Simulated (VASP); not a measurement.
The system is SnTe.

```xyz
2
Lattice="0.0000 3.2072 3.2072 3.2072 0.0000 3.2072 3.2072 3.2072 0.0000" Properties=species:S:1:pos:R:3 pbc="T T T"
Sn    0.0000    0.0000    0.0000
Te    3.2072    3.2072    3.2072
```

```yaml
Program: VASP 6.6.1
Task: relaxation of cell and atoms
Functional: PBEsol
Potentials_or_basis: VASP PAW PBE potentials, release 64 (Sn_d, Te)
Cutoff: 600 eV
k_mesh: 6 × 6 × 6
Occupations: fermi-dirac, width 0.02 eV
Spin: no spin polarisation
```

At the start: pressure -2.5 GPa; volume 32.99 Å³/atom.

How do energy, volume and symmetry change on relaxing?

Over 3 steps the energy falls by 15.7 meV/atom and the volume is 31.06 Å³/atom (-5.9 %); space group Fm-3m (No. 225, to 0.1 Å) before and after.

Step by step:
```
step  energy change (eV)  largest force (eV/Å)  pressure (GPa)  volume (Å³)
   1              0.0000                0.0000           -2.45        65.98
   2             -0.0296                0.0000            0.68        61.28
   3             -0.0315                0.0000            0.02        62.12
```

Final structure:
```
Sn Te
1.0
     0.00000    3.14336    3.14336
     3.14336    0.00000    3.14336
     3.14336    3.14336    0.00000
Sn Te
1 1
Cartesian
  0.0000 0.0000 0.0000
  3.1434 3.1434 3.1434
```

Caveat: the PAW data sets were made with another functional, which shifts forces and pressure a little.
